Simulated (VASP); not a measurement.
Write the native input for VASP 6.6.1 that does the following.

```yaml
Task: single point
Functional: LDA
Potentials_or_basis: VASP PAW LDA potentials, release 64 (Sn_d, Se)
Cutoff: 520 eV
k_mesh: 12 × 12 × 6
Occupations: gaussian, width 0.02 eV
Spin: no spin polarisation
Dipole_correction: no
Further_INCAR_settings: ALGO = Normal; EDIFF = 1e-06; NBANDS = 20
```

The structure of SnSe2 lies in POSCAR:

```
SnSe2
1.0
    3.8380776574      0.0000000000      0.0000000000
   -1.9190388287      3.3238727530      0.0000000000
    0.0000000000      0.0000000000      6.0146785256
Sn Se
1 2
Direct
    0.0000000000      0.0000000000      0.0000000000
    0.3333333333      0.6666666667      0.2650914421
    0.6666666667      0.3333333333      0.7349085579
```

The input as run:

INCAR

```
PREC = Accurate ; ENCUT = 520
EDIFF = 1E-6 ; ISMEAR = 0
SIGMA = 0.02 ; LREAL = F
LASPH = T ; NELM = 100
ALGO = Normal ; ISIF = 2
LWAVE = F ; LCHARG = F
GGA = CA ; NBANDS = 20
```

KPOINTS

```
regular mesh
0
Gamma
  12 12 6
```

Potentials or basis: VASP PAW LDA potentials, release 64 (Sn_d, Se).

The run is started by

```sh
$ cat potpaw_LDA.64/Sn_d/POTCAR potpaw_LDA.64/Se/POTCAR > POTCAR
$ mpirun -np 1 vasp_std > vasp.out
```

It gave:

```
Pressure               : -2.1 GPa
Largest force          : 0.212 eV/Å
Band gap on the k mesh : 0.22 eV (least direct gap 0.65 eV)
```

Caveat: spin-orbit coupling is left out, which moves the levels of the heavy elements.

Wall time 2.8 min on 1 thread of AMD EPYC 7R13 (shared host), peak memory 0.24 GiB.
